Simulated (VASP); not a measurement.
BaAlH6, 8 atoms in the cell. The typed cell holds 8 atoms: a = 5.557 Å, b = 5.510 Å, c = 5.520 Å, α = 59.48°, β = 59.34°, γ = 58.92°. 

- Program: VASP 6.6.1
- Task: single point
- Functional: PBE
- Potentials or basis: VASP PAW PBE potentials, release 64 (Ba_sv, Al, H)
- Cutoff: 520 eV
- k mesh: 4 × 4 × 4
- Occupations: gaussian, width 0.1 eV
- Spin: no spin polarisation
- Dipole correction: no
- Further INCAR settings: ALGO = Normal; EDIFF = 1e-06; NBANDS = 20

Potentials or basis: VASP PAW PBE potentials, release 64 (Ba_sv, Al, H).

Launch:

```bash
$ cat potpaw_PBE.64/Ba_sv/POTCAR potpaw_PBE.64/Al/POTCAR potpaw_PBE.64/H/POTCAR > POTCAR
$ mpirun -np 1 vasp_std > vasp.out
```

Hardware: 1 thread of Intel(R) Xeon(R) Platinum 8559C (Emerald Rapids), on a shared host.

How long does it take, and how much memory?

It took 56 s on 1 thread of Intel(R) Xeon(R) Platinum 8559C (Emerald Rapids), with other jobs on the host, peak memory 0.3 GiB. Counts: scf iterations 15, k points 36.
